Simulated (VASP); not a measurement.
Write the native input for VASP 6.6.1 that does the following.

| Property | Result |
| --- | --- |
| Task | single point |
| Functional | PBE |
| Potentials or basis | VASP PAW PBE potentials, release 64 (Ga_d, P, As) |
| Cutoff | 520 eV |
| k mesh | 4 × 2 × 4 |
| Occupations | gaussian, width 0.1 eV |
| Spin | no spin polarisation |
| Dipole correction | no |
| Further INCAR settings | ALGO = Normal; EDIFF = 1e-06; NBANDS = 66 |

The structure of Ga3As2P lies in POSCAR:

```
Ga3As2P
1.0
    0.0000000000     -4.0032202340      0.0000000000
    8.0064404680      0.0000000000      0.0000000000
   -2.0016101170      2.0016101170      8.5041398279
Ga P As
6 2 4
Direct
    0.8292765389      0.4146382695      0.6585530779
    0.8292765389      0.9146382695      0.6585530779
    0.5000000000      0.2500000000      0.0000000000
    0.5000000000      0.7500000000      0.0000000000
    0.1707234611      0.0853617305      0.3414469221
    0.1707234611      0.5853617305      0.3414469221
    0.7500000000      0.1250000000      0.5000000000
    0.7500000000      0.6250000000      0.5000000000
    0.4146771752      0.4573385876      0.8293543504
    0.4146771752      0.9573385876      0.8293543504
    0.0853228248      0.2926614124      0.1706456496
    0.0853228248      0.7926614124      0.1706456496
```

These files were run (other wordings do the same):

INCAR

```
SYSTEM = Ga3As2P
PREC = Accurate ; ENCUT = 520
EDIFF = 1E-6 ; ISMEAR = 0
SIGMA = 0.1 ; LREAL = .False.
LASPH = .True. ; NELM = 60
ALGO = Normal ; ISIF = 2
LWAVE = .False. ; LCHARG = .True.
GGA = PE ; LELF = .True.
LVHAR = .True. ; NBANDS = 66
```

KPOINTS

```
regular mesh
0
Gamma
  4 2 4
  0 0 0
```

Potentials or basis: VASP PAW PBE potentials, release 64 (Ga_d, P, As).

Run with:

```sh
$ cat potpaw_PBE.64/Ga_d/POTCAR potpaw_PBE.64/P/POTCAR potpaw_PBE.64/As/POTCAR > POTCAR
$ mpirun -np 1 vasp_std > vasp.out
```

Results of the run:

The pressure is 0.2 GPa and the largest force is 0.007 eV/Å. The band gap on the k mesh is 0.58 eV.

Caveat: semilocal functionals underestimate gaps, and a narrow one can read as zero.

Run time: 9.6 min on 1 thread of Intel Xeon 8259CL, with other jobs on the host, peak memory 0.47 GiB.
